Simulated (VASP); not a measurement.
Runs of VASP 6.6.1 on HgTe. Symmetry: Fm-3m, No. 225, cubic system. Conventional cell: a = 6.154 Å, b = 6.154 Å, c = 6.154 Å, α = 90.00°, β = 90.00°, γ = 90.00°. Within 4.1 Å of Hg (site symmetry m-3m) lie 6 Te at 3.08 Å. Te (site symmetry m-3m) has 6 Hg at 3.08 Å within 4.1 Å. 

```tsv
task	level	spin	cutoff (eV)	smearing	k mesh for the DOS	occupations for the DOS	gap on the mesh (eV)	pressure (GPa)
single point	PBE	off	520	tetrahedron	-	-	none	1.9
single point	PBE	collinear, ferromagnetic start	520	methfessel-paxton 0.0680285 eV	-	-	none	1.2
single point	PBE	off	520	methfessel-paxton 0.0081 eV	-	-	none	1.1
single point	PBE+D3(BJ)	off	520	gaussian 0.1 eV	-	-	none	(a)
```

Alike in all rows: potentials or basis VASP PAW PBE potentials, release 64 (Hg, Te); cell as given; k mesh 4 × 4 × 4.

Question: Estimate the missing entries.

Answer: (a) -1.4.

Caveats: all runs use coarse meshes; spin-orbit coupling is left out, which moves the levels of the heavy elements; pairwise dispersion overbinds metals, which lowers pressure and volume (some runs).

A k mesh can miss the band edges, and the runs leave out spin-orbit coupling on Hg, Te.

A gap of «none» marks levels without a gap at the run's occupations.
